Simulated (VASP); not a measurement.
# Si (a cell with a defect) in VASP: a series of runs

Si (a cell with a defect) is run at these levels: LDA; tasks: single point.

Everything below comes from runs of VASP 6.6.1. Logs are shortened: lines on timing, memory, paths and dates and some standing lists are left out, and cuts for length are marked.

## Step 1: The cell of the first run

The cell holds a defect, 63 atoms: a = 10.860 Å, b = 10.860 Å, c = 10.860 Å, α = 90.00°, β = 90.00°, γ = 90.00°.

## Step 2: Single point, LDA

Contents of INCAR:

```
SYSTEM = Si
ALGO = Normal
EDIFF = 1E-6
ENCUT = 520
GGA = CA
ISIF = 2
ISMEAR = -1
LASPH = .TRUE.
LCHARG = .FALSE.
LREAL = Auto
LWAVE = .FALSE.
NBANDS = 163
NELECT = 250.0
NELM = 100
PREC = Accurate
SIGMA = 0.02
```

Contents of KPOINTS:

```
k-points
0
G
  1 1 1
  0 0 0
```

Contents of POSCAR:

```
Si
1.0
   10.8600000000      0.0000000000      0.0000000000
    0.0000000000     10.8600000000      0.0000000000
    0.0000000000      0.0000000000     10.8600000000
Si
63
Direct
    0.5003569892      0.0020550813      0.0005772733
    0.6263304482      0.1245193095      0.1256787395
    0.7502368353      0.2496441106      0.0004293390
    0.8753611785      0.3744917594      0.1237916237
    0.7501678496     -0.0003523815      0.2506784196
    0.8744492422      0.1244656967      0.3753554789
    0.0001371565     -0.0027893702      0.0006169927
    0.1185500408      0.1312229968      0.1187172080
    0.2526072347      0.2494405631      0.0003742156
    0.3750594791      0.3754912954      0.1254103483
    0.5002985295      0.4995575201      0.0004240387
    0.6251246861      0.6248275710      0.1236648605
    0.7504175619      0.7496304812      0.0003908152
    0.8741650302      0.8748225780      0.1257802633
    0.3819082604      0.1313109279      0.3820604280
    0.5001188264      0.2495308262      0.2479064200
    0.6249942874      0.3744767366      0.3771751110
    0.7501279394      0.4995696278      0.2504503439
    0.8753272500      0.6246447045      0.3771113142
    0.5000704526     -0.0028705739      0.5003980897
    0.6250845765      0.1263954638      0.6252671368
    0.7503423942      0.2496399266      0.5003812306
    0.8751628548      0.3747371230      0.6254404761
    0.7502367911     -0.0003899415      0.7502631831
    0.8752902551      0.1262922979      0.8755011533
    0.0001842185      0.4996692396      0.0004703090
    0.1253488271      0.6236995795      0.1255806631
    0.2476951450      0.7498291952      0.0005697326
    0.3819199263      0.8680454500      0.1187981247
    0.0004024953      0.2495184561      0.2528361240
    0.1254927501      0.3756303553      0.3751738243
    0.2502912452      0.4996188007      0.2502811066
    0.3750816924      0.6235678042      0.3752744156
    0.5001052830      0.7496681161      0.2528954455
    0.6260798403      0.8747144753      0.3753583824
    0.0005792198      0.0021162797      0.5003556121
    0.1255459378      0.1245566581      0.6264428438
    0.2478757947      0.2496043556      0.5003084934
    0.3769683530      0.3744802997      0.6255051307
    0.5002098568      0.4996742692      0.5005660104
    0.6253677533      0.6245645128      0.6255594735
    0.7501625276      0.7495507802      0.5003738613
    0.8754033072      0.8729223172      0.6251312337
    0.2501855068     -0.0004499670      0.7505482181
    0.3751434074      0.1242968776      0.8745210928
    0.5002564134      0.2495560099      0.7506494283
    0.6253914709      0.3747289947      0.8753469756
    0.7502532101      0.4995912871      0.7503884433
    0.8751516483      0.6244625828      0.8753005879
    0.0002774218      0.7496891151      0.2480576621
    0.1186363100      0.8677553985      0.3822251970
    0.0003198636      0.4995537829      0.5003990716
    0.1235388248      0.6246940098      0.6254508695
    0.2527517749      0.7495467576      0.5004606354
    0.3750250118      0.8747524180      0.6264730107
    0.0001773010      0.2496286536      0.7503199480
    0.1234285094      0.3744600734      0.8755906059
    0.2502361635      0.4996094721      0.7506735253
    0.3769452001      0.6248550730      0.8757157103
    0.5002648701      0.7496311594      0.7504246928
    0.6252015558      0.8729265194      0.8755081587
    0.0001532228      0.7496151263      0.7504895345
    0.1251847904      0.8747897810      0.8745373421
```

Potentials or basis: VASP PAW LDA potentials, release 64 (Si).

Started as:

```
cat potpaw_LDA.64/Si/POTCAR > POTCAR
mpirun -np 1 vasp_gam > vasp.out
```

OUTCAR:

```text
SYSTEM = Si
   EDIFF = 1E-6
   ENCUT = 520
   GGA = CA
   ISIF = 2
   ISMEAR = -1
   LASPH = .TRUE.
   LREAL = Auto
   NELECT = 250.0
   NELM = 100
   PREC = Accurate

 ion  position               nearest neighbor table
   1  0.500  0.002  0.001-  29 2.33  45 2.34   2 2.34  61 2.38
   2  0.626  0.125  0.126-  16 2.34   1 2.34   5 2.34   3 2.35
   3  0.750  0.250  0.000-  25 2.34   4 2.34   2 2.35  47 2.35
   4  0.875  0.374  0.124-  26 2.34   3 2.34  18 2.36  30 2.38
   5  0.750  1.000  0.251-  35 2.34   2 2.34  14 2.34   6 2.34
   6  0.874  0.124  0.375-  36 2.34  30 2.34   5 2.34  22 2.35
   7  0.000  0.997  0.001-   8 2.33  14 2.34  63 2.34  25 2.38
   8  0.119  0.131  0.119-   7 2.33  30 2.33   9 2.33
   9  0.253  0.249  0.000-   8 2.33  45 2.34  10 2.34  57 2.38
  10  0.375  0.375  0.125-  16 2.34   9 2.34  32 2.34  11 2.35
  11  0.500  0.500  0.000-  12 2.34  59 2.34  10 2.35  47 2.35
  12  0.625  0.625  0.124-  11 2.34  13 2.34  18 2.36  34 2.38
  13  0.750  0.750  0.000-  12 2.34  61 2.34  14 2.35  49 2.35
  14  0.874  0.875  0.126-   7 2.34  50 2.34   5 2.34  13 2.35
  15  0.382  0.131  0.382-  38 2.33  16 2.33  20 2.33
  16  0.500  0.250  0.248-  15 2.33   2 2.34  10 2.34  17 2.38
  17  0.625  0.374  0.377-  40 2.34  22 2.34  18 2.36  16 2.38
[... 32 lines left out ...]
  50  0.000  0.750  0.248-  51 2.33  14 2.34  27 2.34  19 2.38
  51  0.119  0.868  0.382-  54 2.33  36 2.33  50 2.33
  52  0.000  0.500  0.500-  19 2.34  53 2.34  31 2.35  23 2.35
  53  0.124  0.625  0.625-  62 2.34  52 2.34  58 2.36  54 2.38
  54  0.253  0.750  0.500-  51 2.33  55 2.34  33 2.34  53 2.38
  55  0.375  0.875  0.626-  54 2.34  20 2.34  44 2.34  60 2.35
  56  0.000  0.250  0.750-  57 2.34  25 2.34  37 2.35  23 2.35
  57  0.123  0.374  0.876-  26 2.34  56 2.34  58 2.36   9 2.38
  58  0.250  0.500  0.751-  57 2.36  59 2.36  53 2.36  39 2.36
  59  0.377  0.625  0.876-  11 2.34  60 2.34  58 2.36  28 2.38
  60  0.500  0.750  0.750-  61 2.34  59 2.34  55 2.35  41 2.35
  61  0.625  0.873  0.876-  60 2.34  13 2.34  24 2.36   1 2.38
  62  0.000  0.750  0.750-  53 2.34  43 2.34  63 2.35  49 2.35
  63  0.125  0.875  0.875-  28 2.34   7 2.34  44 2.34  62 2.35

  LATTYP: Found a simple cubic cell.
 ALAT       =    10.8600000000

  Lattice vectors:

 A1 = (  10.8600000000,   0.0000000000,   0.0000000000)
 A2 = (   0.0000000000,  10.8600000000,   0.0000000000)
 A3 = (   0.0000000000,   0.0000000000,  10.8600000000)

Analysis of symmetry for initial positions (statically):
=====================================================================
 Subroutine PRICEL returns:
 Original cell was already a primitive cell.

 Routine SETGRP: Setting up the symmetry group for a
 simple cubic supercell.
[... 223 lines left out ...]
   ISIF   =      2    stress and relaxation
   ISYM   =      2    0-nonsym 1-usesym 2-fastsym
   POTIM  = 0.5000    time-step for ionic-motion
   TEBEG  =    0.0;   TEEND  =   0.0 temperature during run
   PSTRESS=    0.0 pullay stress
   NELECT =     250.0000    total number of electrons
   NUPDOWN=      -1.0000    fix difference up-down
   EMIN   =  10.00;   EMAX   =-10.00  energy-range for DOS
   EFERMI =   0.00;   METHOD = LEGACY
   ISMEAR =    -1;   SIGMA  =   0.02  broadening in eV -4-tet -1-fermi 0-gaus
   EFERMI_NEDOS =   21; number of points for ismear=-14 and -15
   IALGO  =     38    algorithm
   IMIX   =      4    mixing-type and parameters
     AMIX     =   0.40;   BMIX     =  1.00
     AMIX_MAG =   1.60;   BMIX_MAG =  1.00
  volume/ion in A,a.u.               =      20.33       137.20
  Fermi-wavevector in a.u.,A,eV,Ry     =   0.949639  1.794557 12.269916  0.901813
  Thomas-Fermi vector in A             =   2.077940
   LORBIT       =      0    0 simple, 1 ext, 2 COOP (PROOUT), +10 PAW based schemes
   GGA     = CA    functional components
   LHFCALC =     F    Hartree Fock is set to
   AEXX    =    0.0000 exact exchange contribution
   IVDW    =     0    specifies the selected vdW correction
   LEPSILON=     F    determine dielectric tensor
   LRPA    =     F    only Hartree local field effects (RPA)
 non-spin polarized calculation
  energy-cutoff  :      520.00
  volume of cell :     1280.82
 maximum number of plane-waves:     17229
 NGX is ok and might be reduce to    84
   NGX = 41   NGY = 41   NGZ = 41

 number of electron     249.9999976 magnetization

 Free energy of the ion-electron system (eV)
  ---------------------------------------------------
  ext. energy  EPLUGINS =         0.00000000
  ---------------------------------------------------
  free energy    TOTEN  =      -377.65958028 eV

  energy without entropy =     -377.65958027  energy(sigma->0) =     -377.65958027

 E-fermi :   5.7905     XC(G=0):  -9.5013

 val. band max:        5.3414661686   @ k =   0.0000   0.0000   0.0000
 cond. band min:       6.2401806130   @ k =   0.0000   0.0000   0.0000
 fundamental gap:      0.8987144444
 Fermi energy:         5.7905104848

 k-point     1 :       0.0000    0.0000    0.0000
  band No.  band energies     occupation
      1      -6.2847      2.00000
      2      -5.2458      2.00000
      3      -5.2453      2.00000
      4      -5.2448      2.00000
      5      -5.2306      2.00000
      6      -5.2304      2.00000
[... 129 lines left out ...]
    136       6.7101      0.00000
    137       6.7526      0.00000
 [bands above 137 left out]

------------------------ aborting loop because EDIFF is reached ----------------------------------------

  FORCE on cell =-STRESS in cart. coord.  units (eV):
  Direction    XX          YY          ZZ          XY          YZ          ZX
  --------------------------------------------------------------------------------------
  -------------------------------------------------------------------------------------
  Total      -26.1596290    -26.1612947    -26.1547904      0.0160486     -0.0151284     -0.0163571
  in kB      -32.7229680    -32.7250516    -32.7169154      0.0200751     -0.0189240     -0.0204610
  external PRESSURE =     -32.7216450 kB  Pullay stress =       0.0000000 kB

 VOLUME and BASIS-vectors are now :
 -----------------------------------------------------------------------------
  energy-cutoff  :      520.00
  volume of cell :     1280.82
      direct lattice vectors                 reciprocal lattice vectors
    10.860000000  0.000000000  0.000000000     0.092081031  0.000000000  0.000000000
     0.000000000 10.860000000  0.000000000     0.000000000  0.092081031  0.000000000
     0.000000000  0.000000000 10.860000000     0.000000000  0.000000000  0.092081031

 POSITION                                       TOTAL-FORCE (eV/Angst)
 -----------------------------------------------------------------------------------
      5.43388      0.02232      0.00627        -0.011668     -0.011564      0.008986
      6.80195      1.35228      1.36487        -0.002819      0.000716     -0.006397
      8.14757      2.71114      0.00466        -0.001128      0.004128     -0.003028
      9.50642      4.06698      1.34438         0.002502     -0.004053      0.000968
      8.14682     10.85617      2.72237         0.004979     -0.000449     -0.001683
      9.49652      1.35170      4.07636        -0.005254      0.002928      0.000667
[... 55 lines left out ...]
      0.00166      8.14082      8.15032        -0.003906     -0.005372     -0.000842
      1.35951      9.50022      9.49748        -0.002032      0.001504      0.004074
 -----------------------------------------------------------------------------------
    total drift:                                0.027012     -0.047126      0.056741

  FREE ENERGIE OF THE ION-ELECTRON SYSTEM (eV)
  ---------------------------------------------------
  free  energy   TOTEN  =      -377.6595802751 eV

  energy  without entropy=     -377.6595802742  energy(sigma->0) =     -377.65958027
```

Run time: 4.6 min. Hardware: 1 thread of Intel Xeon Platinum 8259CL at 2.50GHz (Skylake/Cascade Lake), shared host; peak memory 0.68 GiB.

What came out:

- Free energy: -377.6596 eV
- Largest force: 0.037 eV/Å

Forces on the atoms (eV/Å):
```
Si  -0.012 -0.012  0.009
Si  -0.003  0.001 -0.006
Si  -0.001  0.004 -0.003
Si   0.003 -0.004  0.001
Si   0.005  0.000 -0.002
Si  -0.005  0.003  0.001
Si   0.009  0.005  0.004
Si   0.019 -0.014  0.018
Si  -0.006 -0.009  0.012
Si   0.001  0.001 -0.002
Si   0.003  0.000 -0.004
Si  -0.002 -0.001  0.007
Si  -0.004 -0.004 -0.002
Si   0.001 -0.007 -0.007
Si  -0.017 -0.022 -0.018
Si  -0.007 -0.005  0.015
Si  -0.001 -0.003 -0.008
Si   0.002  0.002 -0.001
Si   0.004  0.004 -0.004
Si  -0.008  0.016 -0.006
Si  -0.003 -0.006 -0.007
Si  -0.001  0.003  0.006
Si   0.003 -0.002 -0.007
Si   0.002 -0.003  0.004
Si   0.006 -0.001  0.000
Si  -0.001  0.002 -0.003
Si  -0.002  0.000 -0.003
Si   0.015  0.007  0.008
Si  -0.021  0.018  0.018
Si   0.007 -0.005 -0.007
Si  -0.008 -0.004  0.006
Si   0.001 -0.003  0.003
Si   0.005 -0.003  0.003
Si  -0.007  0.008 -0.012
Si   0.003 -0.002  0.002
Si   0.002 -0.015 -0.004
Si  -0.006  0.002  0.000
Si   0.012 -0.003 -0.003
Si  -0.009 -0.001 -0.007
Si   0.007  0.000  0.006
Si  -0.009  0.003 -0.006
Si   0.002 -0.004  0.007
Si   0.005  0.006  0.001
Si   0.000  0.001 -0.001
Si   0.003  0.008  0.004
Si   0.007  0.007 -0.005
Si  -0.009 -0.004  0.003
Si   0.001 -0.001  0.001
Si   0.003  0.009  0.005
Si   0.007  0.007  0.011
Si   0.016  0.025 -0.023
Si  -0.005 -0.002  0.008
Si   0.004  0.001 -0.007
Si  -0.012  0.008 -0.008
Si   0.005 -0.004  0.001
Si  -0.002  0.001  0.002
Si   0.004 -0.003  0.003
Si   0.002  0.002 -0.006
Si  -0.006  0.000 -0.002
Si   0.004 -0.006  0.000
Si  -0.001  0.005  0.004
Si  -0.004 -0.005 -0.001
Si  -0.002  0.002  0.004
```

Levels at points of the mesh, in eV from the Fermi level:
| k point | band 121 | band 122 | band 123 | band 124 | band 125 | band 126 | band 127 | band 128 | band 129 | band 130 |
| --- | --- | --- | --- | --- | --- | --- | --- | --- | --- | --- |
| (0.00, 0.00, 0.00) | -1.33 | -1.33 | -0.45 | -0.45 | -0.45 | 0.45 | 0.45 | 0.45 | 0.54 | 0.55 |

Caveat: the k points lie up to 0.58 Å⁻¹ apart; the cell carries a net charge on a neutralising background, which shifts energy and pressure; the cell is charged against a uniform background, so pressure and absolute levels hang on convention.

## Step 3: Single point, LDA

Contents of INCAR:

```
  ALGO = Normal
  EDIFF = 1E-6
  ENCUT = 520
  ISIF = 2
  ISMEAR = -1
  LASPH = T
  LCHARG = F
  LREAL = Auto
  LWAVE = F
  NBANDS = 163
  NELECT = 250.0
  NELM = 80
  PREC = Accurate
  SIGMA = 0.02
```

Contents of KPOINTS:

```
k-points
0
Gamma
  1 1 1
```

Contents of POSCAR:

```
Si
1.0
   10.8600000000      0.0000000000      0.0000000000
    0.0000000000     10.8600000000      0.0000000000
    0.0000000000      0.0000000000     10.8600000000
Si
63
Direct
    0.5009367741      0.0000682646      0.0000682646
    0.6250000000      0.1250000000      0.1250000000
    0.7490632259      0.2499317354      0.0000682646
    0.8755521707      0.3744478293      0.1227184710
    0.7490632259      0.0000682646      0.2499317354
    0.8755521707      0.1227184710      0.3744478293
   -0.0047260398     -0.0047260398     -0.0047260398
    0.2547260398     -0.0047260398      0.2547260398
    0.2547260398      0.2547260398     -0.0047260398
    0.3744478293      0.3744478293      0.1272815290
    0.4997325692      0.4997325692     -0.0016651861
    0.6250000000      0.6250000000      0.1250000000
    0.7502674308      0.7502674308     -0.0016651861
    0.8755521707      0.8755521707      0.1272815290
    0.3744478293      0.1272815290      0.3744478293
    0.5009367741      0.2499317354      0.2499317354
    0.6249452211      0.3751232254      0.3751232254
    0.7502674308      0.4997325692      0.2516651861
    0.8748767746      0.6250547789      0.3751232254
    0.4997325692     -0.0016651861      0.4997325692
    0.6250000000      0.1250000000      0.6250000000
    0.7502674308      0.2516651861      0.4997325692
    0.8748767746      0.3751232254      0.6250547789
    0.7502674308     -0.0016651861      0.7502674308
    0.8755521707      0.1272815290      0.8755521707
    0.0000682646      0.5009367741      0.0000682646
    0.1250000000      0.6250000000      0.1250000000
    0.2499317354      0.7490632259      0.0000682646
    0.3744478293      0.8755521707      0.1227184710
   -0.0047260398      0.2547260398      0.2547260398
    0.1272815290      0.3744478293      0.3744478293
    0.2499317354      0.5009367741      0.2499317354
    0.3751232254      0.6249452211      0.3751232254
    0.4997325692      0.7502674308      0.2516651861
    0.6250547789      0.8748767746      0.3751232254
    0.0000682646      0.0000682646      0.5009367741
    0.1250000000      0.1250000000      0.6250000000
    0.2499317354      0.2499317354      0.5009367741
    0.3751232254      0.3751232254      0.6249452211
    0.5001010192      0.5001010192      0.5001010192
    0.6250000000      0.6250000000      0.6250000000
    0.7498989808      0.7498989808      0.5001010192
    0.8748767746      0.8748767746      0.6249452211
    0.2499317354      0.0000682646      0.7490632259
    0.3744478293      0.1227184710      0.8755521707
    0.4997325692      0.2516651861      0.7502674308
    0.6250547789      0.3751232254      0.8748767746
    0.7498989808      0.5001010192      0.7498989808
    0.8748767746      0.6249452211      0.8748767746
    0.0000682646      0.7490632259      0.2499317354
    0.1227184710      0.8755521707      0.3744478293
   -0.0016651861      0.4997325692      0.4997325692
    0.1250000000      0.6250000000      0.6250000000
    0.2516651861      0.7502674308      0.4997325692
    0.3751232254      0.8748767746      0.6250547789
    0.0000682646      0.2499317354      0.7490632259
    0.1227184710      0.3744478293      0.8755521707
    0.2516651861      0.4997325692      0.7502674308
    0.3751232254      0.6250547789      0.8748767746
    0.5001010192      0.7498989808      0.7498989808
    0.6249452211      0.8748767746      0.8748767746
   -0.0016651861      0.7502674308      0.7502674308
    0.1272815290      0.8755521707      0.8755521707
```

Potentials or basis: VASP PAW LDA potentials, release 64 (Si).

Started as:

```
cat potpaw_LDA.64/Si/POTCAR > POTCAR
mpirun -np 1 vasp_gam > vasp.out
```

Run time: 4.4 min. Hardware: 1 thread of Intel Xeon Platinum 8259CL at 2.50GHz (Skylake/Cascade Lake), shared host; peak memory 0.67 GiB.

Results (log left out):

```
Free energy   : -377.6632 eV
Largest force : 0.017 eV/Å
```

Forces in eV/Å, atoms in the order of the input:
```
Si  -0.005  0.005  0.005
Si   0.000  0.000  0.000
Si   0.005 -0.005  0.005
Si  -0.005  0.005 -0.004
Si   0.005  0.005 -0.005
Si  -0.005 -0.004  0.005
Si  -0.001 -0.001 -0.001
Si   0.001 -0.001  0.001
Si   0.001  0.001 -0.001
Si   0.005  0.005  0.004
Si  -0.006 -0.006  0.004
Si   0.000  0.000  0.000
Si   0.006  0.006  0.004
Si  -0.005 -0.005  0.004
Si   0.005  0.004  0.005
Si  -0.005 -0.005 -0.005
Si   0.004 -0.010 -0.010
Si   0.006 -0.006 -0.004
Si   0.010 -0.004 -0.010
Si  -0.006  0.004 -0.006
Si   0.000  0.000  0.000
Si   0.006 -0.004 -0.006
Si   0.010 -0.010 -0.004
Si   0.006  0.004  0.006
Si  -0.005  0.004 -0.005
Si   0.005 -0.005  0.005
Si   0.000  0.000  0.000
Si  -0.005  0.005  0.005
Si   0.005 -0.005 -0.004
Si  -0.001  0.001  0.001
Si   0.004  0.005  0.005
Si  -0.005 -0.005 -0.005
Si  -0.010  0.004 -0.010
Si  -0.006  0.006 -0.004
Si  -0.004  0.010 -0.010
Si   0.005  0.005 -0.005
Si   0.000  0.000  0.000
Si  -0.005 -0.005 -0.005
Si  -0.010 -0.010  0.004
Si   0.010  0.010  0.010
Si   0.000  0.000  0.000
Si  -0.010 -0.010  0.010
Si   0.010  0.010  0.004
Si  -0.005  0.005  0.005
Si   0.005 -0.004 -0.005
Si  -0.006 -0.004  0.006
Si  -0.004 -0.010  0.010
Si  -0.010  0.010 -0.010
Si   0.010  0.004  0.010
Si   0.005  0.005 -0.005
Si  -0.004 -0.005  0.005
Si   0.004 -0.006 -0.006
Si   0.000  0.000  0.000
Si  -0.004  0.006 -0.006
Si  -0.010  0.010 -0.004
Si   0.005 -0.005  0.005
Si  -0.004  0.005 -0.005
Si  -0.004 -0.006  0.006
Si  -0.010 -0.004  0.010
Si   0.010 -0.010 -0.010
Si   0.004  0.010  0.010
Si   0.004  0.006  0.006
Si   0.004 -0.005 -0.005
```

Levels at points of the mesh, in eV from the Fermi level:
| k point | band 122 | band 123 | band 124 | band 125 | band 126 | band 127 | band 128 | band 129 |
| --- | --- | --- | --- | --- | --- | --- | --- | --- |
| (0.00, 0.00, 0.00) | -1.33 | -0.44 | -0.44 | -0.44 | 0.44 | 0.44 | 0.44 | 0.54 |

Caveat: the k points lie up to 0.58 Å⁻¹ apart; the cell carries a net charge on a neutralising background, which shifts energy and pressure; the cell is charged against a uniform background, so pressure and absolute levels hang on convention.

(Part 1 of 2 ends here.)
